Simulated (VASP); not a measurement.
MgO, 2 atoms in the cell. It takes space group F-43m (No. 216, cubic). Conventional cell: a = 4.407 Å, b = 4.407 Å, c = 4.407 Å, α = 90.00°, β = 90.00°, γ = 90.00°. Within 2.5 Å of Mg (site symmetry -43m) lie 4 O at 1.91 Å. Within 2.5 Å of O (site symmetry -43m) lie 4 Mg at 1.91 Å.  This cell differs from its parent crystal: volume changed by -10%.

| Property | Result |
| --- | --- |
| Program | VASP 6.6.1 |
| Task | single point |
| Functional | PBE |
| Potentials or basis | VASP PAW PBE potentials, release 64 (Mg, O) |
| Cutoff | 520 eV |
| k mesh | 6 × 6 × 6 |
| Occupations | gaussian, width 0.01 eV |
| Spin | no spin polarisation |
| Dipole correction | no |
| Further INCAR settings | ALGO = Normal; EDIFF = 1e-07; NBANDS = 11 |

Potentials or basis: VASP PAW PBE potentials, release 64 (Mg, O).

Run with:

```console
$ cat potpaw_PBE.64/Mg/POTCAR potpaw_PBE.64/O/POTCAR > POTCAR
$ mpirun -np 1 vasp_std > vasp.out
```

Hardware: 1 thread of Intel Xeon 6975P-C, on a shared host.

Task: Estimate the wall time of this run.

Result: Wall time 4.5 s on 1 thread of Intel Xeon 6975P-C (shared host), peak memory 0.14 GiB. Counts: scf iterations 13, k points 16.
